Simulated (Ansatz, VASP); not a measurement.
**W: VASP beside Ansatz**

```
W
1.0
     0.00000    2.21589    1.54536
     2.21589    0.00000    1.54536
     2.21589    2.21589    0.00000
W
1
Cartesian
  0.0000 0.0000 0.0000
```

Alike in both runs: task single point; functional LDA; k mesh 22 × 22 × 22; occupations gaussian, width 0.15 eV; no spin polarisation.

```csv
,VASP,Ansatz
version,VASP 6.6.1,Ansatz 0.2.0
potentials or method,"VASP PAW LDA potentials, release 64 (W_sv), cutoff 520 eV","scalar-relativistic, plane waves, PAW"
valence electrons in the cell,14,14
```

```csv
,VASP,Ansatz,Ansatz less VASP
gap on the k mesh at the Fermi level (eV),none,none,-
pressure (GPa),7.4,5.4,-1.97
"traceless stress, the component that is largest in VASP (GPa)",3.10,3.08,-0.013
```

Ansatz warns that its potentials were made for another functional, while VASP's fit it. LDA's correlation is that of Perdew and Zunger in VASP and of Perdew and Wang (1992) in Ansatz. A gap of «none» marks a metal or a gap that the smearing closes.

Spin-orbit coupling is off throughout.
